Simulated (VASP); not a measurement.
# ZnO (P6_3mc) in VASP: a series of runs, part 2 of 2

VASP 6.6.1.

**4. Single point, PBEsol**

This run uses another cell than the first one, of 10.81 Å³/atom.

Contents of INCAR:

```
  ALGO = Normal
  EDIFF = 1E-7
  ENCUT = 520
  GGA = PS
  ISIF = 2
  ISMEAR = 0
  LASPH = True
  LCHARG = True
  LELF = True
  LREAL = False
  LVHAR = True
  LWAVE = False
  NBANDS = 26
  NELM = 80
  PREC = Accurate
  SIGMA = 0.01
```

Contents of KPOINTS:

```
k-points
0
Gamma
  8 8 4
```

Contents of POSCAR:

```
ZnO
1.0
    3.1390870580      0.0000000000      0.0000000000
   -1.5695435290      2.7185291369      0.0000000000
    0.0000000000      0.0000000000      5.0679598424
Zn O
2 2
Direct
    0.3333333333      0.6666666667      0.5001232048
    0.6666666667      0.3333333333      0.0001232048
    0.6666666667      0.3333333333      0.3788867952
    0.3333333333      0.6666666667      0.8788867952
```

Potentials or basis: VASP PAW PBE potentials, release 64 (Zn, O).

On the command line:

```bash
$ cat potpaw_PBE.64/Zn/POTCAR potpaw_PBE.64/O/POTCAR > POTCAR
$ mpirun -np 1 vasp_std > vasp.out
```

OUTCAR:

```text
EDIFF = 1E-7
   ENCUT = 520
   GGA = PS
   ISIF = 2
   ISMEAR = 0
   LASPH = True
   LREAL = False
   NELM = 80
   PREC = Accurate

 ion  position               nearest neighbor table
   1  0.333  0.667  0.500-   3 1.91   3 1.91   3 1.91   4 1.92
   2  0.667  0.333  0.000-   4 1.91   4 1.91   4 1.91   3 1.92
   3  0.667  0.333  0.379-   1 1.91   1 1.91   1 1.91   2 1.92
   4  0.333  0.667  0.879-   2 1.91   2 1.91   2 1.91   1 1.92

  LATTYP: Found a hexagonal cell.
 ALAT       =     3.1390870580
 C/A-ratio  =     1.6144693501

  Lattice vectors:

 A1 = (   3.1390870580,   0.0000000000,   0.0000000000)
 A2 = (  -1.5695435290,   2.7185291369,   0.0000000000)
 A3 = (   0.0000000000,   0.0000000000,   5.0679598424)

Analysis of symmetry for initial positions (statically):
=====================================================================
 Subroutine PRICEL returns:
 Original cell was already a primitive cell.

[... 167 lines left out ...]

 Free energy of the ion-electron system (eV)
  ---------------------------------------------------
  ext. energy  EPLUGINS =         0.00000000
  ---------------------------------------------------
  free energy    TOTEN  =       -19.20890905 eV

  energy without entropy =      -19.20890905  energy(sigma->0) =      -19.20890905

 E-fermi :   2.0356     XC(G=0): -11.7106

 val. band max:        1.9834678990   @ k =   0.0000   0.0000   0.0000
 cond. band min:       2.7943810270   @ k =   0.0000   0.0000   0.0000
 fundamental gap:      0.8109131280
 Fermi energy:         2.0356056203

 k-point     1 :       0.0000    0.0000    0.0000
  band No.  band energies     occupation
      1     -16.9050      2.00000
      2     -16.0050      2.00000
      3      -4.5567      2.00000
      4      -4.2737      2.00000
      5      -4.2737      2.00000
      6      -4.2225      2.00000
[... 685 lines left out ...]
     25      16.1388      0.00000
     26      16.1388      0.00000

 [... further k-points ...]
[... 5 lines left out ...]
  --------------------------------------------------------------------------------------
  -------------------------------------------------------------------------------------
  Total        4.4465958      4.4465958      4.4542044      0.0000000      0.0000000      0.0000000
  in kB      164.7281098    164.7281098    165.0099771      0.0000000      0.0000000      0.0000000
  external PRESSURE =     164.8220656 kB  Pullay stress =       0.0000000 kB

 VOLUME and BASIS-vectors are now :
 -----------------------------------------------------------------------------
  energy-cutoff  :      520.00
  volume of cell :       43.25
      direct lattice vectors                 reciprocal lattice vectors
     3.139087058  0.000000000  0.000000000     0.318563959  0.183922987  0.000000000
    -1.569543529  2.718529137  0.000000000     0.000000000  0.367845975  0.000000000
     0.000000000  0.000000000  5.067959842     0.000000000  0.000000000  0.197318059

 POSITION                                       TOTAL-FORCE (eV/Angst)
 -----------------------------------------------------------------------------------
     -0.00000      1.81235      2.53460         0.000000      0.000000      0.000935
      1.56954      0.90618      0.00062         0.000000      0.000000      0.000935
      1.56954      0.90618      1.92018        -0.000000      0.000000     -0.000935
     -0.00000      1.81235      4.45416         0.000000     -0.000000     -0.000935
 -----------------------------------------------------------------------------------
    total drift:                               -0.000000     -0.000001     -0.000052

  FREE ENERGIE OF THE ION-ELECTRON SYSTEM (eV)
  ---------------------------------------------------
  free  energy   TOTEN  =       -19.2089090541 eV

  energy  without entropy=      -19.2089090541  energy(sigma->0) =      -19.20890905
```

stdout:

```text
POSCAR found type information on POSCAR ZnO
 POSCAR found :  2 types and       4 ions
 scaLAPACK will be used
 -----------------------------------------------------------------------------
|                                                                             |
|                                                                             |
|     You enforced a specific xc type in the INCAR file but a different       |
|     I HOPE YOU KNOW WHAT YOU ARE DOING!                                     |
|                                                                             |
 -----------------------------------------------------------------------------

 LDA part: xc-table for (Slater+PW92), standard interpolation
 POSCAR, INCAR and KPOINTS ok, starting setup
 FFT: planning ... GRIDC
 FFT: planning ... GRID_SOFT
 FFT: planning ... GRID
 WAVECAR not read
 entering main loop
```

Wall time 54 s (1 thread of Intel Xeon 8259CL, shared host); peak memory 0.17 GiB.

What came out:

* Free energy: -19.2089 eV
* Pressure: 16.5 GPa
* Band gap on the k mesh: 0.81 eV

Caveat: the cell stands under pressure; the PAW data sets were made with another functional, which shifts forces and pressure a little.

**5. Single point, PBEsol**

This run uses another cell than the first one, of 11.09 Å³/atom.

Contents of INCAR:

```
PREC = Accurate ; ENCUT = 520
EDIFF = 1E-6 ; ISMEAR = 0
SIGMA = 0.01 ; LREAL = False
LASPH = True ; NELM = 60
ALGO = Normal ; ISIF = 2
LWAVE = False ; LCHARG = False
GGA = PS ; NBANDS = 26
```

Contents of KPOINTS:

```
regular mesh
0
Gamma
  8 8 4
```

Contents of POSCAR:

```
ZnO
1.0
    3.1656096103      0.0000000000      0.0000000000
   -1.5828048051      2.7414983410      0.0000000000
    0.0000000000      0.0000000000      5.1107264461
Zn O
2 2
Direct
    0.3333333333      0.6666666667      0.5000968684
    0.6666666667      0.3333333333      0.0000968684
    0.6666666667      0.3333333333      0.3789131316
    0.3333333333      0.6666666667      0.8789131316
```

On the command line:

```bash
$ cat potpaw_PBE.64/Zn/POTCAR potpaw_PBE.64/O/POTCAR > POTCAR
$ mpirun -np 1 vasp_std > vasp.out
```

It took 53 s on 1 thread of Intel Xeon 8259CL, shared host; peak memory 0.17 GiB.

Results (log left out):

```
Free energy            : -19.3056 eV
Pressure               : 11.2 GPa
Band gap on the k mesh : 0.77 eV
```

Levels at points of the mesh, in eV from the valence-band top:
```
           k point  band 15  band 16  band 17  band 18  band 19  band 20  band 21  band 22
(0.00, 0.00, 0.00)    -0.89    -0.11     0.00     0.00     0.77     5.37     8.30    13.13
(0.50, 0.00, 0.00)    -3.06    -2.53    -1.43    -0.94     5.98     6.79     7.49     8.91
(0.00, 0.00, 0.50)    -0.44    -0.44    -0.44    -0.44     3.52     3.52    10.19    10.19
(0.50, 0.00, 0.50)    -1.68    -1.68    -1.53    -1.53     5.66     5.66     8.75     8.75
```

Caveat: the cell stands under pressure; the PAW data sets were made with another functional, which shifts forces and pressure a little.

**6. Single point, PBEsol**

This run uses another cell than the first one, of 11.09 Å³/atom.

Contents of INCAR:

```
SYSTEM = ZnO
PREC     = Accurate       ! precision mode
ENCUT    = 520            ! plane-wave cutoff, eV
EDIFF    = 1E-6           ! SCF threshold, eV
ISMEAR   = 0              ! smearing method
SIGMA    = 0.01           ! smearing width, eV
LREAL    = .FALSE.        ! projectors in reciprocal space
LASPH    = .TRUE.         ! aspherical terms in the spheres
NELM     = 100            ! most SCF steps
ALGO     = Normal         ! electronic algorithm
ISIF     = 2              ! what is computed and relaxed
LWAVE    = .FALSE.        ! write WAVECAR
LCHARG   = .FALSE.        ! write CHGCAR
GGA      = PS             ! functional
NBANDS   = 26             ! bands
```

Contents of KPOINTS:

```
regular mesh
0
G
  8 8 4
  0 0 0
```

Edit POSCAR of step 5 so:

```diff
@@ -3,3 +3,3 @@
     3.1656096103      0.0000000000      0.0000000000
-   -1.5828048051      2.7414983410      0.0000000000
+   -1.5828048052      2.7414983410      0.0000000000
     0.0000000000      0.0000000000      5.1107264461
```

Potentials or basis: VASP PAW PBE potentials, release 64 (Zn, O).

On the command line:

```bash
$ cat potpaw_PBE.64/Zn/POTCAR potpaw_PBE.64/O/POTCAR > POTCAR
$ mpirun -np 1 vasp_std > vasp.out
```

Run time: 66 s. Hardware: 1 thread of Intel Xeon 8259CL, shared host; peak memory 0.17 GiB.

The run converged. Its results:

```
Free energy            : -19.3056 eV
Pressure               : 11.2 GPa
Band gap on the k mesh : 0.77 eV
```

Levels at points of the mesh, in eV from the valence-band top:
| k point | band 16 | band 17 | band 18 | band 19 | band 20 | band 21 |
| --- | --- | --- | --- | --- | --- | --- |
| (0.00, 0.00, 0.00) | -0.11 | 0.00 | 0.00 | 0.77 | 5.37 | 8.30 |
| (0.50, 0.00, 0.00) | -2.53 | -1.43 | -0.94 | 5.98 | 6.79 | 7.49 |
| (0.00, 0.00, 0.50) | -0.44 | -0.44 | -0.44 | 3.52 | 3.52 | 10.19 |
| (0.50, 0.00, 0.50) | -1.68 | -1.53 | -1.53 | 5.66 | 5.66 | 8.75 |

Caveat: the cell stands under pressure; the PAW data sets were made with another functional, which shifts forces and pressure a little. PBEsol gaps usually lie below the measured ones, often by a third to a half.

**7. Overview**

```tsv
cell	k mesh	smearing	gap on the mesh (eV)	pressure (GPa)
a = 3.230, b = 3.230, c = 5.214 Å, angles 90.0, 90.0, 120.0°, 4 atoms	12 × 12 × 8	fermi-dirac 0.08 eV	0.69	1.0
a = 3.139, b = 3.139, c = 5.068 Å, angles 90.0, 90.0, 120.0°, 4 atoms	8 × 8 × 4	gaussian 0.01 eV	0.81	16.5
a = 3.166, b = 3.166, c = 5.111 Å, angles 90.0, 90.0, 120.0°, 4 atoms	8 × 8 × 4	gaussian 0.01 eV	0.77	11.2
```

Alike in all rows: task single point; level PBEsol; potentials or basis VASP PAW PBE potentials, release 64 (Zn, O); no spin polarisation; cutoff (eV) 520.

Caveats: the PAW data sets were made with another functional, which shifts forces and pressure a little; the cell stands under pressure (at least some runs).

Total energies depend on the potentials used, so only differences within one code and one set of settings carry meaning.
